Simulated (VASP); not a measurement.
# TiB2 (P6/mmm) in VASP: notebook

TiB2 is run at these levels: PBE; tasks: relaxation of shape and atoms at fixed volume, single point.

Everything below comes from runs of VASP 6.6.1. Logs are shortened: lines on timing, memory, paths and dates and some standing lists are left out, and cuts for length are marked.

## Step 1: The cell of the first run

Symmetry: P6/mmm, No. 191, hexagonal system. The conventional cell has a = 3.087 Å, b = 3.087 Å, c = 3.296 Å, α = 90.00°, β = 90.00°, γ = 120.00°. Within 3.2 Å of Ti (site symmetry 6/mmm) lie 12 B at 2.43 Å and 6 Ti at 3.09 Å. B (site symmetry -6m2) has 3 B at 1.78 Å within 2.4 Å.

## Step 2: Relaxation of shape and atoms at fixed volume, PBE (volume scaled by 1.06)

Contents of INCAR:

```
PREC = Accurate
ENCUT = 600
EDIFF = 1E-7
ISMEAR = 0
SIGMA = 0.1
LREAL = F
LASPH = T
NELM = 80
ALGO = Normal
ISIF = 4
LWAVE = F
LCHARG = F
GGA = PE
IBRION = 2
NSW = 50
EDIFFG = -0.01
```

Contents of KPOINTS:

```
regular mesh
0
Gamma
  18 18 14
```

Contents of POSCAR:

```
TiB2
1.0
    3.0871382753      0.0000000000      0.0000000000
   -1.5435691376      2.6735401714      0.0000000000
    0.0000000000      0.0000000000      3.2962655835
Ti B
1 2
Direct
    0.0000000000      0.0000000000      0.0000000000
    0.3333333333      0.6666666667      0.5000000000
    0.6666666667      0.3333333333      0.5000000000
```

Potentials or basis: VASP PAW PBE potentials, release 64 (Ti_sv, B).

Command:

```
> cat potpaw_PBE.64/Ti_sv/POTCAR potpaw_PBE.64/B/POTCAR > POTCAR
> mpirun -np 1 vasp_std > vasp.out
```

OUTCAR:

```text
PREC = Accurate
   ENCUT = 600
   EDIFF = 1E-7
   ISMEAR = 0
   LREAL = F
   LASPH = T
   NELM = 80
   ISIF = 4
   GGA = PE
   IBRION = 2
   NSW = 50
   EDIFFG = -0.01

 ion  position               nearest neighbor table
   1  0.000  0.000  0.000-   2 2.43   3 2.43   2 2.43   3 2.43   2 2.43   2 2.43   3 2.43   3 2.43
                             3 2.43   3 2.43   2 2.43   2 2.43
   2  0.333  0.667  0.500-   3 1.78   3 1.78   3 1.78   1 2.43   1 2.43   1 2.43   1 2.43   1 2.43
                             1 2.43
   3  0.667  0.333  0.500-   2 1.78   2 1.78   2 1.78   1 2.43   1 2.43   1 2.43   1 2.43   1 2.43
                             1 2.43

  LATTYP: Found a hexagonal cell.
 ALAT       =     3.0871382753
 C/A-ratio  =     1.0677414776

  Lattice vectors:

 A1 = (   3.0871382753,   0.0000000000,   0.0000000000)
 A2 = (  -1.5435691376,   2.6735401714,   0.0000000000)
 A3 = (   0.0000000000,   0.0000000000,   3.2962655835)

Analysis of symmetry for initial positions (statically):
=====================================================================
 Subroutine PRICEL returns:
 Original cell was already a primitive cell.

 Routine SETGRP: Setting up the symmetry group for a
 hexagonal supercell.

 Subroutine GETGRP returns: Found 24 space group operations
 (whereof 24 operations were pure point group operations)
 out of a pool of 24 trial point group operations.

The static configuration has the point symmetry D_6h.

Analysis of symmetry for dynamics (positions and initial velocities):
=====================================================================
 Subroutine PRICEL returns:
 Original cell was already a primitive cell.

 Routine SETGRP: Setting up the symmetry group for a
 hexagonal supercell.

 Subroutine GETGRP returns: Found 24 space group operations
 (whereof 24 operations were pure point group operations)
 out of a pool of 24 trial point group operations.

The dynamic configuration has the point symmetry D_6h.

 Subroutine INISYM returns: Found 24 space group operations
 (whereof 24 operations are pure point group operations),
 and found     1 'primitive' translations

----------------------------------------------------------------------------------------

                                     Primitive cell

  volume of cell :      27.2060

  direct lattice vectors                    reciprocal lattice vectors
     3.087138275  0.000000000  0.000000000     0.323924590  0.187017949  0.000000000
    -1.543569138  2.673540171  0.000000000     0.000000000  0.374035898  0.000000000
     0.000000000  0.000000000  3.296265583     0.000000000  0.000000000  0.303373613

  length of vectors
     3.087138275  3.087138275  3.296265583     0.374035898  0.374035898  0.303373613

  position of ions in fractional coordinates (direct lattice)
     0.000000000  0.000000000  0.000000000
     0.333333333  0.666666667  0.500000000
     0.666666667  0.333333333  0.500000000

  ion indices of the primitive-cell ions
   primitive index   ion index
                 1           1
                 2           2
                 3           3

----------------------------------------------------------------------------------------

 KPOINTS: regular mesh

Automatic generation of k-mesh.
 Grid dimensions read from file:
 generate k-points for:   18   18   14

 Generating k-lattice:

  Cartesian coordinates                     Fractional coordinates (reciprocal lattice)
     0.017995811  0.010389886  0.000000000     0.055555556 -0.000000000  0.000000000
     0.000000000  0.020779772  0.000000000     0.000000000  0.055555556  0.000000000
[... 74 lines left out ...]
   EFERMI_NEDOS =   21; number of points for ismear=-14 and -15
   IALGO  =     38    algorithm
   IMIX   =      4    mixing-type and parameters
     AMIX     =   0.40;   BMIX     =  1.00
     AMIX_MAG =   1.60;   BMIX_MAG =  1.00
  volume/ion in A,a.u.               =       9.07        61.20
  Fermi-wavevector in a.u.,A,eV,Ry     =   1.426518  2.695729 27.687235  2.034954
  Thomas-Fermi vector in A             =   2.546787
   LORBIT       =      0    0 simple, 1 ext, 2 COOP (PROOUT), +10 PAW based schemes
   GGA     = PE    functional components
   LHFCALC =     F    Hartree Fock is set to
   AEXX    =    0.0000 exact exchange contribution
   IVDW    =     0    specifies the selected vdW correction
   LEPSILON=     F    determine dielectric tensor
   LRPA    =     F    only Hartree local field effects (RPA)
 conjugate gradient relaxation of ions
 non-spin polarized calculation
 Gauss-broadening in eV      SIGMA  =   0.10
  energy-cutoff  :      600.00
  volume of cell :       27.21
 maximum number of plane-waves:       931
 NGX is ok and might be reduce to    28
   NGX = 13   NGY = 13   NGZ = 13

--------------------------------------- Ionic step        1  -------------------------------------------

 number of electron      17.9999997 magnetization

 Free energy of the ion-electron system (eV)
  ---------------------------------------------------
  ext. energy  EPLUGINS =         0.00000000
  ---------------------------------------------------
  free energy    TOTEN  =       -24.36926864 eV

  energy without entropy =      -24.36743227  energy(sigma->0) =      -24.36835045

------------------------ aborting loop because EDIFF is reached ----------------------------------------

  FORCE on cell =-STRESS in cart. coord.  units (eV):
  Direction    XX          YY          ZZ          XY          YZ          ZX
  --------------------------------------------------------------------------------------
  -------------------------------------------------------------------------------------
  Total       -2.2926400     -2.2926400     -2.0324197     -0.0000000      0.0000000      0.0000000
  in kB     -135.0148259   -135.0148259   -119.6903065     -0.0000000      0.0000000      0.0000000
  external PRESSURE =    -129.9066528 kB  Pullay stress =       0.0000000 kB

 VOLUME and BASIS-vectors are now :
 -----------------------------------------------------------------------------
  energy-cutoff  :      600.00
  volume of cell :       27.21
      direct lattice vectors                 reciprocal lattice vectors
     3.087138275  0.000000000  0.000000000     0.323924590  0.187017949  0.000000000
    -1.543569138  2.673540171  0.000000000     0.000000000  0.374035898  0.000000000
     0.000000000  0.000000000  3.296265583     0.000000000  0.000000000  0.303373613

 POSITION                                       TOTAL-FORCE (eV/Angst)
 -----------------------------------------------------------------------------------
      0.00000      0.00000      0.00000        -0.000000      0.000000      0.000000
     -0.00000      1.78236      1.64813         0.000000      0.000000      0.000000
      1.54357      0.89118      1.64813        -0.000000     -0.000000     -0.000000
 -----------------------------------------------------------------------------------
    total drift:                               -0.000000      0.000000      0.000000

  FREE ENERGIE OF THE ION-ELECTRON SYSTEM (eV)
  ---------------------------------------------------
  free  energy   TOTEN  =       -24.3692686385 eV

  energy  without entropy=      -24.3674322686  energy(sigma->0) =      -24.36835045

--------------------------------------- Ionic step        2  -------------------------------------------

 number of electron      17.9999997 magnetization

 Free energy of the ion-electron system (eV)
  ---------------------------------------------------
  ext. energy  EPLUGINS =         0.00000000
  ---------------------------------------------------
  free energy    TOTEN  =       -24.36963491 eV

  energy without entropy =      -24.36781943  energy(sigma->0) =      -24.36872717

 E-fermi :   9.4084     XC(G=0): -12.4871

 val. band max:        9.4008832838   @ k =   0.0556   0.0556   0.5000
 cond. band min:       9.4092303667   @ k =   0.0556   0.0556   0.2857
 fundamental gap:      0.0083470829
 Fermi energy:         9.4084245735

 k-point     1 :       0.0000    0.0000    0.0000
  band No.  band energies     occupation
      1     -47.7416      2.00000
      2     -24.0853      2.00000
      3     -23.7965      2.00000
      4     -23.7965      2.00000
      5      -3.8194      2.00000
      6       6.9251      2.00000
      7       6.9251      2.00000
      8       7.0013      2.00000
      9       7.3720      2.00000
     10      11.0856      0.00000
     11      11.0856      0.00000
     12      12.7133      0.00000
     13      12.7133      0.00000
[... 354 lines left out ...]
  band No.  band energies     occupation
      1     -47.6987      2.00000
      2     -24.1063      2.00000
      3     -24.0298      2.00000
      4     -23.8953      2.00000
      5      -0.3721      2.00000
      6       1.2350      2.00000
      7       5.0538      2.00000
      8       6.4250      2.00000
      9       8.3083      2.00000
     10       9.7825      0.00000
     11      11.4794      0.00000
     12      12.1952      0.00000
     13      13.5228      0.00000

 [... further k-points ...]

------------------------ aborting loop because EDIFF is reached ----------------------------------------

  FORCE on cell =-STRESS in cart. coord.  units (eV):
  Direction    XX          YY          ZZ          XY          YZ          ZX
  --------------------------------------------------------------------------------------
  -------------------------------------------------------------------------------------
  Total       -2.1841277     -2.1841277     -2.1829743     -0.0000000      0.0000000      0.0000000
  in kB     -128.6244748   -128.6244748   -128.5565502     -0.0000000      0.0000000      0.0000000
  external PRESSURE =    -128.6018333 kB  Pullay stress =       0.0000000 kB

 VOLUME and BASIS-vectors are now :
 -----------------------------------------------------------------------------
  energy-cutoff  :      600.00
  volume of cell :       27.21
      direct lattice vectors                 reciprocal lattice vectors
     3.082838149 -0.000000000  0.000000000     0.324376419  0.187278813  0.000000000
    -1.541419074  2.669816153 -0.000000000     0.000000000  0.374557626 -0.000000000
    -0.000000000  0.000000000  3.305467653    -0.000000000 -0.000000000  0.302529053

 POSITION                                       TOTAL-FORCE (eV/Angst)
 -----------------------------------------------------------------------------------
      3.08284     -0.00000      0.00000         0.000000     -0.000000      0.000000
     -0.00000      1.77988      1.65273         0.000000      0.000000      0.000000
      1.54142      0.88994      1.65273        -0.000000      0.000000     -0.000000
 -----------------------------------------------------------------------------------
    total drift:                                0.000000      0.000000     -0.000000

  FREE ENERGIE OF THE ION-ELECTRON SYSTEM (eV)
  ---------------------------------------------------
  free  energy   TOTEN  =       -24.3696349101 eV

  energy  without entropy=      -24.3678194253  energy(sigma->0) =      -24.36872717

 reached required accuracy - stopping structural energy minimisation
```

Run time: 3.3 min. Hardware: 1 thread of Intel Xeon Platinum 8375C at 2.90GHz (Ice Lake), shared host; peak memory 0.27 GiB.

Results:

```yaml
Free_energy: -24.3696 eV
Energy_gained_by_relaxing: 0.1 meV/atom
Ionic_steps: 2
Pressure_after_relaxing: -12.9 GPa
Band_gap_on_the_k_mesh: zero (band 9 reaches 9.77 eV, above the bottom of band 10 at 9.14 eV)
```

The path:
```
step  energy change (eV)  largest force (eV/Å)  pressure (GPa)  volume (Å³)
   1              0.0000                0.0000          -12.99        27.21
   2             -0.0004                0.0000          -12.86        27.21
```

Final structure:
```
Ti B
1.0
     3.08284    0.00000    0.00000
    -1.54142    2.66982    0.00000
     0.00000    0.00000    3.30547
Ti B
1 2
Direct
  0.00000 0.00000 0.00000
  0.33333 0.66667 0.50000
  0.66667 0.33333 0.50000
```

Caveat: the cell differs from its parent crystal (volume scaled by 1.06).

## Step 3: Single point, PBE

This run uses another cell than the first one, of 8.56 Å³/atom, 0.943 times its volume.

Contents of INCAR:

```
SYSTEM = TiB2
PREC = Accurate
ENCUT = 520
EDIFF = 1E-6
ISMEAR = 0
SIGMA = 0.1
LREAL = .False.
LASPH = .True.
NELM = 100
ALGO = Normal
ISIF = 2
LWAVE = .False.
LCHARG = .False.
GGA = PE
NBANDS = 16
```

Contents of KPOINTS:

```
Automatic mesh
0
Gamma
  18 18 14
  0 0 0
```

Contents of POSCAR:

```
TiB2
1.0
    3.0318048534      0.0000000000      0.0000000000
   -1.5159024267      2.6256200223      0.0000000000
    0.0000000000      0.0000000000      3.2242295254
Ti B
1 2
Direct
    0.0000000000      0.0000000000      0.0000000000
    0.3333333333      0.6666666667      0.5000000000
    0.6666666667      0.3333333333      0.5000000000
```

Potentials or basis: VASP PAW PBE potentials, release 64 (Ti_sv, B).

Command:

```
> cat potpaw_PBE.64/Ti_sv/POTCAR potpaw_PBE.64/B/POTCAR > POTCAR
> mpirun -np 1 vasp_std > vasp.out
```

Run time: 31 s. Hardware: 1 thread of Intel Xeon 6975P-C (Granite Rapids), shared host; peak memory 0.23 GiB.

It converged, with:

```yaml
Free_energy: -24.4307 eV
Pressure: 0.2 GPa
Band_gap_on_the_k_mesh: zero (band 9 reaches 10.40 eV, above the bottom of band 10 at 9.80 eV)
```

Levels at points of the mesh, in eV from the Fermi level:
```tsv
k point	band 7	band 8	band 9	band 10	band 11	band 12
(0.00, 0.00, 0.00)	-2.66	-2.35	-2.15	1.84	1.84	3.62
(0.50, 0.00, 0.00)	-3.32	-3.25	-2.31	1.29	2.69	3.16
(0.00, 0.00, 0.50)	-0.61	-0.61	-0.24	-0.24	0.39	0.39
(0.50, 0.00, 0.50)	-4.69	-3.87	-3.19	2.44	2.87	4.42
```
